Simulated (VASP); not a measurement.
# NbP (I4_1md) in VASP: single point with LDA

Aim: the single point of NbP with LDA.

Everything below comes from runs of VASP 6.6.1. Logs are shortened: lines on timing, memory, paths and dates and some standing lists are left out, and cuts for length are marked.

## (1) The cell of the first run

It takes space group I4_1md (No. 109, tetragonal). The conventional cell has a = 3.303 Å, b = 3.303 Å, c = 11.243 Å, α = 90.00°, β = 90.00°, γ = 90.00°. Nb (site symmetry 2mm) has 6 P at 2.51 Å and 8 Nb at 3.26 to 3.30 Å within 3.4 Å. Within 3.4 Å of P (site symmetry 2mm) lie 6 Nb at 2.51 Å and 8 P at 3.26 to 3.30 Å.

## (2) Single point, LDA

INCAR reads:

```
SYSTEM = NbP
  ALGO = Normal
  EDIFF = 1E-6
  ENCUT = 520
  ISIF = 2
  ISMEAR = -1
  LASPH = .True.
  LCHARG = .False.
  LREAL = .False.
  LWAVE = .False.
  NBANDS = 26
  NELM = 60
  PREC = Accurate
  SIGMA = 0.15
```

KPOINTS reads:

```
k-points
0
Gamma
  18 18 18
  0 0 0
```

POSCAR reads:

```
NbP
1.0
   -1.6512597524      1.6512597524      5.6214000834
    1.6512597524     -1.6512597524      5.6214000834
    1.6512597524      1.6512597524     -5.6214000834
Nb P
2 2
Direct
    0.7501456229      0.7501456229      0.0000000000
    0.5001456229      1.0001456229      0.5000000000
    0.3324829521      0.3324829521      0.0000000000
    0.0824829521      0.5824829521      0.5000000000
```

Potentials or basis: VASP PAW LDA potentials, release 64 (Nb_sv, P).

On the command line:

```console
cat potpaw_LDA.64/Nb_sv/POTCAR potpaw_LDA.64/P/POTCAR > POTCAR
mpirun -np 1 vasp_std > vasp.out
```

OUTCAR:

```text
SYSTEM = NbP
   EDIFF = 1E-6
   ENCUT = 520
   ISIF = 2
   ISMEAR = -1
   LASPH = .True.
   LREAL = .False.
   NELM = 60
   PREC = Accurate

 ion  position               nearest neighbor table
   1  0.750  0.750  0.000-   4 2.51   4 2.51   3 2.51   3 2.51   3 2.51   3 2.51
   2  0.500  0.000  0.500-   3 2.51   3 2.51   4 2.51   4 2.51   4 2.51   4 2.51
   3  0.332  0.332  0.000-   2 2.51   2 2.51   1 2.51   1 2.51   1 2.51   1 2.51
   4  0.082  0.582  0.500-   1 2.51   1 2.51   2 2.51   2 2.51   2 2.51   2 2.51

  LATTYP: Found a body centered tetragonal cell.
 ALAT       =     3.3025195048
 C/A-ratio  =     3.4043099974

  Lattice vectors:

 A1 = (  -1.6512597524,   1.6512597524,   5.6214000834)
 A2 = (   1.6512597524,  -1.6512597524,   5.6214000834)
 A3 = (   1.6512597524,   1.6512597524,  -5.6214000834)

Analysis of symmetry for initial positions (statically):
=====================================================================
 Subroutine PRICEL returns:
 Original cell was already a primitive cell.

 Routine SETGRP: Setting up the symmetry group for a
 body centered tetragonal supercell.

 Subroutine GETGRP returns: Found  8 space group operations
 (whereof  4 operations were pure point group operations)
 out of a pool of 16 trial point group operations.

The static configuration has the point symmetry C_2v.
 The point group associated with its full space group is C_4v.

Analysis of symmetry for dynamics (positions and initial velocities):
=====================================================================
 Subroutine PRICEL returns:
 Original cell was already a primitive cell.

 Routine SETGRP: Setting up the symmetry group for a
 body centered tetragonal supercell.

 Subroutine GETGRP returns: Found  8 space group operations
 (whereof  4 operations were pure point group operations)
 out of a pool of 16 trial point group operations.

The dynamic configuration has the point symmetry C_2v.
 The point group associated with its full space group is C_4v.

 Subroutine INISYM returns: Found  8 space group operations
 (whereof  4 operations are pure point group operations),
 and found     1 'primitive' translations

----------------------------------------------------------------------------------------

                                     Primitive cell

  volume of cell :      61.3106

  direct lattice vectors                    reciprocal lattice vectors
    -1.651259752  1.651259752  5.621400083     0.000000000  0.302799120  0.088945813
     1.651259752 -1.651259752  5.621400083     0.302799120  0.000000000  0.088945813
     1.651259752  1.651259752 -5.621400083     0.302799120  0.302799120  0.000000000

  length of vectors
     6.087155036  6.087155036  6.087155036     0.315592561  0.315592561  0.428222622

  position of ions in fractional coordinates (direct lattice)
     0.750145623  0.750145623  0.000000000
     0.500145623  0.000145623  0.500000000
     0.332482952  0.332482952  0.000000000
     0.082482952  0.582482952  0.500000000

  ion indices of the primitive-cell ions
   primitive index   ion index
                 1           1
                 2           2
                 3           3
                 4           4

----------------------------------------------------------------------------------------

 KPOINTS: k-points

Automatic generation of k-mesh.
 Grid dimensions read from file:
 generate k-points for:   18   18   18

 Generating k-lattice:

  Cartesian coordinates                     Fractional coordinates (reciprocal lattice)
     0.000000000  0.016822173  0.004941434     0.055555556  0.000000000  0.000000000
     0.016822173  0.000000000  0.004941434     0.000000000  0.055555556  0.000000000
     0.016822173  0.016822173  0.000000000     0.000000000  0.000000000  0.055555556

  Length of vectors
     0.017532920  0.017532920  0.023790146

  Shift w.r.t. Gamma in fractional coordinates (k-lattice)
     0.000000000  0.000000000  0.000000000

 Subroutine IBZKPT returns following result:
 ===========================================

 Found    480 irreducible k-points:

 Following reciprocal coordinates:
            Coordinates               Weight
  0.000000  0.000000  0.000000      1.000000
  0.055556  0.000000 -0.000000      8.000000
  0.111111  0.000000 -0.000000      8.000000
  0.166667  0.000000 -0.000000      8.000000
  0.222222  0.000000 -0.000000      8.000000
  0.277778 -0.000000  0.000000      8.000000
[... 16 lines left out ...]
 -0.277778  0.055556  0.000000     16.000000
 -0.222222  0.055556  0.000000     16.000000
 [... further k-points ...]
   k-points           NKPTS =    480   k-points in BZ     NKDIM =    480   number of bands    NBANDS=     26
   number of dos      NEDOS =    301   number of ions     NIONS =      4
   total plane-waves  NPLWV = 110592
   dimension x,y,z NGX =    48 NGY =   48 NGZ =   48
   dimension x,y,z NGXF=    96 NGYF=   96 NGZF=   96
   ions per type =               2   2
   NGX,Y,Z   is equivalent  to a cutoff of  13.11, 13.11, 13.11 a.u.
   NGXF,Y,Z  is equivalent  to a cutoff of  26.22, 26.22, 26.22 a.u.
 SYSTEM =  NbP
   PREC   = accura    normal or accurate (medium, high low for compatibility)
   ISTART =      0    job   : 0-new  1-cont  2-samecut
   ICHARG =      2    charge: 1-file 2-atom 10-const
   ISPIN  =      1    spin polarized calculation?
   LNONCOLLINEAR =      F non collinear calculations
   LSORBIT =      F    spin-orbit coupling
   LASPH  =      T    aspherical Exc in radial PAW
   ENCUT  =  520.0 eV  38.22 Ry    6.18 a.u.  11.32 11.32 11.32*2*pi/ulx,y,z
   NELM   =     60;   NELMIN=  2; NELMDL= -5     # of ELM steps
   EDIFF  = 0.1E-05   stopping-criterion for ELM
   LREAL  =      F    real-space projection
   EDIFFG = 0.1E-04   stopping-criterion for IOM
   NSW    =      0    number of steps for IOM
   IBRION =     -1    ionic relax: 0-MD 1-quasi-New 2-CG
   NFREE  =      0    steps in history (QN), initial steepest desc. (CG)
   ISIF   =      2    stress and relaxation
   ISYM   =      2    0-nonsym 1-usesym 2-fastsym
   POTIM  = 0.5000    time-step for ionic-motion
   TEBEG  =    0.0;   TEEND  =   0.0 temperature during run
   PSTRESS=    0.0 pullay stress
   NELECT =      36.0000    total number of electrons
   NUPDOWN=      -1.0000    fix difference up-down
   EMIN   =  10.00;   EMAX   =-10.00  energy-range for DOS
   EFERMI =   0.00;   METHOD = LEGACY
   ISMEAR =    -1;   SIGMA  =   0.15  broadening in eV -4-tet -1-fermi 0-gaus
   EFERMI_NEDOS =   21; number of points for ismear=-14 and -15
   IALGO  =     38    algorithm
   IMIX   =      4    mixing-type and parameters
     AMIX     =   0.40;   BMIX     =  1.00
     AMIX_MAG =   1.60;   BMIX_MAG =  1.00
  volume/ion in A,a.u.               =      15.33       103.44
  Fermi-wavevector in a.u.,A,eV,Ry     =   1.370873  2.590574 25.569332  1.879293
  Thomas-Fermi vector in A             =   2.496620
   LORBIT       =      0    0 simple, 1 ext, 2 COOP (PROOUT), +10 PAW based schemes
   GGA     = CA    functional components
   LHFCALC =     F    Hartree Fock is set to
   AEXX    =    0.0000 exact exchange contribution
   IVDW    =     0    specifies the selected vdW correction
   LEPSILON=     F    determine dielectric tensor
   LRPA    =     F    only Hartree local field effects (RPA)
 non-spin polarized calculation
  energy-cutoff  :      520.00
  volume of cell :       61.31
 maximum number of plane-waves:      1676
 NGX is ok and might be reduce to    48
   NGX = 23   NGY = 23   NGZ = 23

 number of electron      36.0000001 magnetization

 Free energy of the ion-electron system (eV)
  ---------------------------------------------------
  ext. energy  EPLUGINS =         0.00000000
  ---------------------------------------------------
  free energy    TOTEN  =       -39.06575241 eV

  energy without entropy =      -38.98661434  energy(sigma->0) =      -39.02618338

 E-fermi :  11.0988     XC(G=0): -12.3904

 val. band max:       11.0972720915   @ k =  -0.2222   0.2778   0.2222
 cond. band min:      11.1073602420   @ k =  -0.0556  -0.3889   0.0556
 fundamental gap:      0.0100881505
 Fermi energy:        11.0987811184

 k-point     1 :       0.0000    0.0000    0.0000
  band No.  band energies     occupation
      1     -43.3869      2.00000
      2     -43.3372      2.00000
      3     -19.8997      2.00000
      4     -19.6355      2.00000
      5     -19.6355      2.00000
      6     -19.4793      2.00000
[... 18 lines left out ...]
     25      15.3756      0.00000
     26      15.3756      0.00000

 k-point     2 :       0.0556    0.0000   -0.0000
  band No.  band energies     occupation
      1     -43.3859      2.00000
      2     -43.3369      2.00000
      3     -19.8962      2.00000
      4     -19.6457      2.00000
      5     -19.6347      2.00000
      6     -19.4897      2.00000
[... 18 lines left out ...]
     25      15.3544      0.00000
     26      15.5447      0.00000

 k-point     3 :       0.1111    0.0000   -0.0000
  band No.  band energies     occupation
      1     -43.3832      2.00000
      2     -43.3358      2.00000
      3     -19.8861      2.00000
      4     -19.6748      2.00000
      5     -19.6324      2.00000
      6     -19.5179      2.00000
[... 18 lines left out ...]
     25      15.4953      0.00000
     26      15.9760      0.00000

 k-point     4 :       0.1667    0.0000   -0.0000
  band No.  band energies     occupation
      1     -43.3789      2.00000
      2     -43.3343      2.00000
      3     -19.8720      2.00000
      4     -19.7173      2.00000
      5     -19.6289      2.00000
      6     -19.5589      2.00000
[... 18 lines left out ...]
     25      15.8001      0.00000
     26      16.5325      0.00000
[... 496 lines left out ...]
      1     -43.3616      2.00000
      2     -43.3284      2.00000
      3     -19.9134      2.00000
      4     -19.7862      2.00000
      5     -19.6883      2.00000
      6     -19.6247      2.00000
[... 18 lines left out ...]
     25      16.1134      0.00000
     26      17.7452      0.00000

 k-point    23 :      -0.2778    0.0556    0.0000
  band No.  band energies     occupation
      1     -43.3674      2.00000
      2     -43.3298      2.00000
      3     -19.8748      2.00000
      4     -19.7855      2.00000
      5     -19.6535      2.00000
      6     -19.6291      2.00000
[... 18 lines left out ...]
     25      16.2689      0.00000
     26      17.4400      0.00000

 k-point    24 :      -0.2222    0.0556    0.0000
  band No.  band energies     occupation
      1     -43.3732      2.00000
      2     -43.3315      2.00000
      3     -19.8628      2.00000
      4     -19.7608      2.00000
      5     -19.6339      2.00000
      6     -19.6064      2.00000
[... 18 lines left out ...]
     25      16.1697      0.00000
     26      16.9773      0.00000

 [... further k-points ...]
[... 5 lines left out ...]
  --------------------------------------------------------------------------------------
  -------------------------------------------------------------------------------------
  Total       -0.0542451     -0.0542451     -0.0579800      0.0000000      0.0000000      0.0000000
  in kB       -1.4175425     -1.4175425     -1.5151420      0.0000000      0.0000000      0.0000000
  external PRESSURE =      -1.4500757 kB  Pullay stress =       0.0000000 kB

 VOLUME and BASIS-vectors are now :
 -----------------------------------------------------------------------------
  energy-cutoff  :      520.00
  volume of cell :       61.31
      direct lattice vectors                 reciprocal lattice vectors
    -1.651259752  1.651259752  5.621400083     0.000000000  0.302799120  0.088945813
     1.651259752 -1.651259752  5.621400083     0.302799120  0.000000000  0.088945813
     1.651259752  1.651259752 -5.621400083     0.302799120  0.302799120  0.000000000

 POSITION                                       TOTAL-FORCE (eV/Angst)
 -----------------------------------------------------------------------------------
      0.00000      0.00000      8.43374         0.000000     -0.000000     -0.000624
      0.00000      1.65126      0.00164        -0.000000      0.000000     -0.000624
      0.00000      0.00000      3.73804        -0.000000     -0.000000      0.000624
      1.65126      0.00000      0.92734        -0.000000     -0.000000      0.000624
 -----------------------------------------------------------------------------------
    total drift:                                0.000000      0.000000     -0.000087

  FREE ENERGIE OF THE ION-ELECTRON SYSTEM (eV)
  ---------------------------------------------------
  free  energy   TOTEN  =       -39.0657524141 eV

  energy  without entropy=      -38.9866143400  energy(sigma->0) =      -39.02618338
```

Wall time 14 min (1 thread of Intel Xeon 6975P-C (Granite Rapids), shared host); peak memory 0.74 GiB.

What came out:

| Item | Value |
| --- | --- |
| Free energy | -39.0658 eV |
| Pressure | -0.1 GPa |
| Band gap on the k mesh | zero (bands 18 and 19 overlap by 0.09 eV) |
